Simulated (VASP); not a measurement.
Input of a VASP 6.6.1 run:

Contents of INCAR:

```
SYSTEM = Ge2Sb2Te5
PREC = Accurate
ENCUT = 520
EDIFF = 1E-6
ISMEAR = 0
SIGMA = 0.03
LREAL = .False.
LASPH = .True.
NELM = 100
ALGO = Normal
ISIF = 2
LWAVE = .False.
LCHARG = .True.
GGA = PS
LELF = .True.
LVHAR = .True.
NBANDS = 44
```

The input KPOINTS:

```
regular mesh
0
Gamma
  10 10 2
  0 0 0
```

Contents of POSCAR:

```
Ge2Sb2Te5
1.0
    4.2241310002     -0.0000002882      0.0000000000
   -2.1120652505      3.6582048991      0.0000000000
    0.0000000000      0.0000000000     16.8543228182
Te Ge Sb
5 2 2
Direct
    0.0000000000      1.0000000000      0.0000000000
    0.6666666667      0.3333333333      0.1986541637
    0.3333333333      0.6666666667      0.4194412941
    0.6666666667      0.3333333333      0.5805587059
    0.3333333333      0.6666666667      0.8013458363
    0.3333333333      0.6666666667      0.1003998169
    0.6666666667      0.3333333333      0.8996001831
    1.0000000000      1.0000000000      0.3172932213
    1.0000000000      0.0000000000      0.6827067787
```

Potentials or basis: VASP PAW PBE potentials, release 64 (Te, Ge_d, Sb).

Run with:

```bash
$ cat potpaw_PBE.64/Te/POTCAR potpaw_PBE.64/Ge_d/POTCAR potpaw_PBE.64/Sb/POTCAR > POTCAR
$ mpirun -np 1 vasp_std > vasp.out
```

Question: Predict the pressure.

Answer: 0.0 GPa.

Question: Estimate the largest force.

Answer: 0.034 eV/Å.

Question: Predict the band gap on the k mesh.

Answer: 0.13 eV.

Forces in eV/Å, atoms in the order of the input:
```
Te   0.000  0.000  0.000
Te   0.000  0.000  0.005
Te   0.000  0.000  0.034
Te   0.000  0.000 -0.034
Te   0.000  0.000 -0.005
Ge   0.000  0.000  0.001
Ge   0.000  0.000 -0.001
Sb   0.000  0.000 -0.032
Sb   0.000  0.000  0.032
```

Caveat: the PAW data sets were made with another functional, which shifts forces and pressure a little; spin-orbit coupling is left out, which moves the levels of the heavy elements. A k mesh can miss the band edges.
